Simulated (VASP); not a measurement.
Here is a VASP 6.6.1 calculation.

The input POSCAR:

```
NaF
1.0
   -0.0099543950      2.2872136930      2.2872136930
    2.2872136930     -0.0099543950      2.2872136930
    2.2872136930      2.2872136930     -0.0099543950
Na F
1 1
Direct
    0.0000000000      0.0000000000      0.0000000000
    0.5000000000      0.5000000000      0.5000000000
```

Contents of INCAR.step1:

```
SYSTEM = NaF
PREC = Accurate
ENCUT = 520
ISMEAR = 0
SIGMA = 0.01
LREAL = .FALSE.
LASPH = .TRUE.
NELM = 80
NBANDS = 14
GGA = PE
ALGO = Normal
EDIFF = 1E-4
LWAVE = .TRUE.
LCHARG = .FALSE.
```

File INCAR.step2:

```
SYSTEM = NaF
PREC = Accurate
ENCUT = 520
EDIFF = 1E-7
ISMEAR = 0
SIGMA = 0.01
LREAL = .FALSE.
LASPH = .TRUE.
NELM = 80
ALGO = Normal
ISIF = 2
LWAVE = .FALSE.
LCHARG = .TRUE.
METAGGA = R2SCAN
LMIXTAU = .TRUE.
LELF = .TRUE.
LVHAR = .TRUE.
NBANDS = 14
ISTART = 1
```

The input KPOINTS:

```
regular mesh
0
G
  10 10 10
  0 0 0
```

Potentials or basis: VASP PAW PBE potentials, release 64 (Na_pv, F).

Command:

```console
$ cat potpaw_PBE.64/Na_pv/POTCAR potpaw_PBE.64/F/POTCAR > POTCAR
$ cp INCAR.step1 INCAR
$ mpirun -np 1 vasp_std > vasp.out
$ cp INCAR.step2 INCAR
$ mpirun -np 1 vasp_std > vasp.out
```

**Question.** Estimate the band gap on the k mesh.

**Answer.** 7.35 eV.

**Question.** Estimate the pressure.

**Answer.** -0.5 GPa.

Stress tensor (GPa, compression positive):
```
-0.53  0.15  0.15
 0.15 -0.53  0.15
 0.15  0.15 -0.53
```

Caveat: the cell differs from its parent crystal (strain along [111] -0.7%); the PAW data sets were made with another functional, which shifts forces and pressure a little. A k mesh can miss the band edges.
